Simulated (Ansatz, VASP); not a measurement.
# Two plane-wave programs on LiCl

Contents of INCAR:

```
PREC = Accurate
ENCUT = 600
EDIFF = 1E-6
ISMEAR = 0
SIGMA = 0.1
LREAL = F
LASPH = T
NELM = 80
ALGO = Normal
ISIF = 3
LWAVE = F
LCHARG = F
GGA = PE
IBRION = 2
NSW = 90
EDIFFG = -0.04
```

KPOINTS

```
Automatic mesh
0
Gamma
  4 6 6
```

The input POSCAR:

```
LiCl
1.0
    5.1531362100      0.0000000000      0.0000000000
    0.0000000000      2.5134729200      2.5363260700
    0.0000000000     -2.5134729200      2.5363260700
Li Cl
2 2
Direct
    0.6798917000      0.4804844200      0.9804844200
    0.3201083000      0.9804844200      0.4804844200
    0.2693980500      0.5195155800      0.0195155800
    0.7306019500      0.0195155800      0.5195155800
```

Input for Ansatz:

```yaml
crystal:
  lattice:
    - [5.15313621, 0.0, 0.0]
    - [0.0, 2.51347292, 2.53632607]
    - [0.0, -2.51347292, 2.53632607]
  atoms:
    - { symbol: Li, position: [0.6798917, 0.48048442, 0.98048442] }
    - { symbol: Li, position: [0.3201083, 0.98048442, 0.48048442] }
    - { symbol: Cl, position: [0.26939805, 0.51951558, 0.01951558] }
    - { symbol: Cl, position: [0.73060195, 0.01951558, 0.51951558] }
basis:
  ecutwfc: 420
kpoints:
  mp_grid: { grid: [4, 6, 6] }
hamiltonian:
  xc: pbe
scf:
  occupations: { method: gaussian, width: 0.1 }
  lower_state_search: "off"
output:
  forces: true
  stress: true
  eigenvalues: true
relax:
  adjacent_minimum: "off"
  f_tol: 0.04
  max_steps: 70
  cell: { stress_tol: 0.4 }
```

Alike in both runs: task relaxation of cell and atoms; functional PBE; k mesh 4 × 6 × 6; occupations gaussian, width 0.1 eV; no spin polarisation.

|  | VASP | Ansatz |
| --- | --- | --- |
| version | VASP 6.6.1 | Ansatz 0.2.0 |
| potentials or method | VASP PAW PBE potentials, release 64 (Li_sv, Cl), cutoff 600 eV | scalar-relativistic, plane waves, PAW |
| valence electrons in the cell | 20 | 20 |

|  | VASP | Ansatz | Ansatz less VASP |
| --- | --- | --- | --- |
| gap on the k mesh at the Fermi level, each at its own relaxed structure (eV) | 6.26 | 6.24 | -0.019 |
| relaxed volume (Å³/atom) | 17.09 | 17.11 | +0.018 |
| relaxed cell length with the largest relative difference (Å) | 3.646 | 3.647 | +0.0014 |

Noted on VASP's run: the cutoff is short for stress, so the pressure is rough.
